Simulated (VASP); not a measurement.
Write the native input for VASP 6.6.1 that does the following.

```yaml
Task: single point
Functional: PBE
Potentials_or_basis: VASP PAW PBE potentials, release 64 (Al, Pd)
Cutoff: 520 eV
k_mesh: 6 × 6 × 4
Occupations: gaussian, width 0.1 eV
Spin: no spin polarisation
Dipole_correction: no
Further_INCAR_settings: ALGO = Fast; EDIFF = 1e-06; NBANDS = 18
```

The structure of Al3Pd lies in POSCAR:

```
Al3Pd
1.0
    4.2703114200      0.0000000000      0.0000000000
   -2.1351557100      3.6981981700      0.0000000000
    0.0000000000      0.0000000000      4.5677767600
Al Pd
3 1
Direct
    0.3333333300      0.6666666700      0.0000000000
    0.6666666700      0.3333333300      0.0000000000
    0.0000000000      0.0000000000      0.5000000000
    0.0000000000      0.0000000000      0.0000000000
```

The cell was generated, and may not be a known phase.

The input as run:

INCAR

```
  ALGO = Fast
  EDIFF = 1E-6
  ENCUT = 520
  GGA = PE
  ISIF = 2
  ISMEAR = 0
  LASPH = T
  LCHARG = F
  LREAL = F
  LWAVE = F
  NBANDS = 18
  NELM = 60
  PREC = Accurate
  SIGMA = 0.1
```

KPOINTS

```
k-points
0
Gamma
  6 6 4
```

Potentials or basis: VASP PAW PBE potentials, release 64 (Al, Pd).

The run is started by

```bash
$ cat potpaw_PBE.64/Al/POTCAR potpaw_PBE.64/Pd/POTCAR > POTCAR
$ mpirun -np 1 vasp_std > vasp.out
```

Results of the run:

```
Pressure               : 16.4 GPa
Band gap on the k mesh : zero (an odd number of electrons rules out a gap without spin polarisation)
```

Caveat: the cell stands under pressure.

Run time: 52 s on 1 thread of AMD EPYC 7R13, with other jobs on the host, peak memory 0.16 GiB.
